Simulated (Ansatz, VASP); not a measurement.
# Two plane-wave programs on SbPb

The input INCAR:

```
SYSTEM = SbPb
PREC = Accurate
ENCUT = 520
EDIFF = 1E-7
ISMEAR = -1
SIGMA = 0.05
LREAL = .FALSE.
LASPH = .TRUE.
NELM = 100
ALGO = Normal
ISIF = 2
LWAVE = .FALSE.
LCHARG = .TRUE.
GGA = CA
LELF = .TRUE.
LVHAR = .TRUE.
NBANDS = 16
```

KPOINTS

```
Automatic mesh
0
G
  8 8 8
  0 0 0
```

The input POSCAR:

```
SbPb
1.0
    0.0000000000      3.1612430000      3.1612430000
    3.1612430000      0.0000000000      3.1612430000
    3.1612430000      3.1612430000      0.0000000000
Sb Pb
1 1
Direct
    0.5000000000      0.5000000000      0.5000000000
    0.0000000000      0.0000000000      0.0000000000
```

Input for Ansatz:

```yaml
crystal:
  lattice:
    - [0.0, 3.161243, 3.161243]
    - [3.161243, 0.0, 3.161243]
    - [3.161243, 3.161243, 0.0]
  atoms:
    - { symbol: Sb, position: [0.5, 0.5, 0.5] }
    - { symbol: Pb, position: [0.0, 0.0, 0.0] }
basis:
  ecutwfc: 470.0
kpoints:
  mp_grid:
    grid: [8, 8, 8]
hamiltonian:
  xc: lda
scf:
  occupations:
    method: fermi_dirac
    width: 0.05
output:
  stress: true
```

Alike in both runs: task single point; functional LDA; k mesh 8 × 8 × 8; occupations fermi-dirac, width 0.05 eV; no spin polarisation.

```csv
,VASP,Ansatz
version,VASP 6.6.1,Ansatz 0.2.0
potentials or method,"VASP PAW LDA potentials, release 64 (Sb, Pb_d), cutoff 520 eV","plane waves, PAW"
valence electrons in the cell,19,29
```

|  | VASP | Ansatz | Ansatz less VASP |
| --- | --- | --- | --- |
| pressure (GPa) | -2.8 | -2.8 | -0.04 |

LDA's correlation is that of Perdew and Zunger in VASP and of Perdew and Wang (1992) in Ansatz. VASP's potentials hold 19 valence electrons a cell and Ansatz's 29, so a difference there can come from the potentials and not from the codes.

Spin-orbit coupling is off throughout.
